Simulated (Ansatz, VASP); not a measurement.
Zr: VASP beside Ansatz

```
Zr
1.0
     3.23200    0.00000    0.00000
    -1.61600    2.79899    0.00000
     0.00000    0.00000    5.22421
Zr
2
Direct
  0.33333 0.66667 0.25000
  0.66667 0.33333 0.75000
```

Change from the starting cell: strain +0.000 along x and y, +0.015 along z, atoms carried along.

Alike in both runs: task single point; functional PBEsol; k mesh 18 × 18 × 10; occupations gaussian, width 0.15 eV; no spin polarisation.

|  | VASP | Ansatz |
| --- | --- | --- |
| version | VASP 6.6.1 | Ansatz 0.2.0 |
| potentials or method | VASP PAW PBE potentials, release 64 (Zr_sv), cutoff 520 eV | scalar-relativistic, plane waves, PAW |
| valence electrons in the cell | 24 | 24 |

|  | VASP | Ansatz | Ansatz less VASP |
| --- | --- | --- | --- |
| gap on the k mesh at the Fermi level (eV) | none | none | - |
| pressure (GPa) | -4.6 | -4.6 | -0.05 |
| traceless stress, the component that is largest in VASP (GPa) | -0.60 | -0.60 | +0.002 |

VASP's potentials were made for PBE, not for PBEsol. A gap of «none» marks a metal or a gap that the smearing closes. The functional is the same, so the differences come from potentials, cutoffs and numerics.
